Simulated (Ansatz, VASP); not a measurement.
**One calculation of LiCl, two programs**

The input INCAR:

```
PREC     = Accurate       # precision mode
ENCUT    = 520            # plane-wave cutoff, eV
EDIFF    = 1E-6           # SCF threshold, eV
ISMEAR   = -1             # smearing method
SIGMA    = 0.05           # smearing width, eV
LREAL    = False          # projectors in reciprocal space
LASPH    = True           # aspherical terms in the spheres
NELM     = 60             # most SCF steps
ALGO     = Normal         # electronic algorithm
ISIF     = 2              # what is computed and relaxed
LWAVE    = False          # write WAVECAR
LCHARG   = False          # write CHGCAR
GGA      = PE             # functional
NBANDS   = 12             # bands
```

The input KPOINTS:

```
Automatic mesh
0
Gamma
  9 9 9
```

File POSCAR:

```
LiCl
1.0
    0.0000000000      2.5817557268      2.5817557268
    2.5817557268      0.0000000000      2.5817557268
    2.5817557268      2.5817557268      0.0000000000
Cl Li
1 1
Direct
    0.5000000000      0.5000000000      0.5000000000
    0.0000000000      0.0000000000      0.0000000000
```

Contents of input.yaml:

```yaml
crystal:
  lattice:
    - [0.0, 2.5817557268, 2.5817557268]
    - [2.5817557268, 0.0, 2.5817557268]
    - [2.5817557268, 2.5817557268, 0.0]
  atoms:
    - { symbol: Cl, position: [0.5, 0.5, 0.5] }
    - { symbol: Li, position: [0.0, 0.0, 0.0] }
kpoints:
  mp_grid: { grid: [9, 9, 9] }
scf:
  occupations: { method: fermi_dirac, width: 0.05 }
hamiltonian:
  xc: pbe
  pseudopotentials: { kind: all_electron, lapw: { basis_error: 0.0005 } }
output:
  forces: true
  stress: true
  eigenvalues: true
```

Change from the starting cell: volume scaled by 1.02.

Alike in both runs: task single point; functional PBE; k mesh 9 × 9 × 9; occupations fermi-dirac, width 0.05 eV; no spin polarisation.

```csv
,VASP,Ansatz
version,VASP 6.6.1,Ansatz 0.2.0
potentials or method,"VASP PAW PBE potentials, release 64 (Cl, Li_sv), cutoff 520 eV","all-electron LAPW, scalar-relativistic"
```

Ansatz gave:

- gap on the k mesh at the Fermi level (eV): 6.21
- least direct gap on the mesh (eV): 6.21

Question: Estimate VASP's values.

Answer: gap on the k mesh at the Fermi level (eV): 6.23; least direct gap on the mesh (eV): 6.23.

Ansatz ran all-electron here, and VASP with PAW potentials.

Noted on VASP's run: the cutoff is short for stress, so the pressure is rough.
